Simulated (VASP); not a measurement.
BaHg:

```
Ba Hg
1.0
     4.17876    0.00000    0.00000
     0.00000    4.17876    0.00000
     0.00000    0.00000    4.17876
Ba Hg
1 1
Direct
  0.00000 0.00000 0.00000
  0.50000 0.50000 0.50000
```

| Quantity | Value |
| --- | --- |
| Program | VASP 6.6.1 |
| Task | relaxation of cell and atoms |
| Functional | PBEsol |
| Potentials or basis | VASP PAW PBE potentials, release 64 (Ba_sv, Hg) |
| Cutoff | 600 eV |
| k mesh | 5 × 5 × 5 |
| Occupations | fermi-dirac, width 0.1 eV |
| Spin | no spin polarisation |

At the start: pressure -1.2 GPa; volume 36.48 Å³/atom.

**Question.** How do energy, volume and symmetry change on relaxing?

**Answer.** Over 3 steps the energy falls by 6.2 meV/atom and the volume is 34.87 Å³/atom (-4.4 %); space group Pm-3m (No. 221, to 0.05 Å).

The path:
```tsv
step	energy change (eV)	largest force (eV/Å)	pressure (GPa)	volume (Å³)
1	0.0000	0.0000	-1.17	72.97
2	-0.0121	0.0000	-0.18	70.19
3	-0.0123	0.0000	0.00	69.74
```

Final structure:
```xyz
2
Lattice="4.1163 0.0000 0.0000 0.0000 4.1163 0.0000 0.0000 0.0000 4.1163" Properties=species:S:1:pos:R:3 pbc="T T T"
Ba    0.0000    0.0000    0.0000
Hg    2.0581    2.0581    2.0581
```

Caveat: the PAW data sets were made with another functional, which shifts forces and pressure a little.
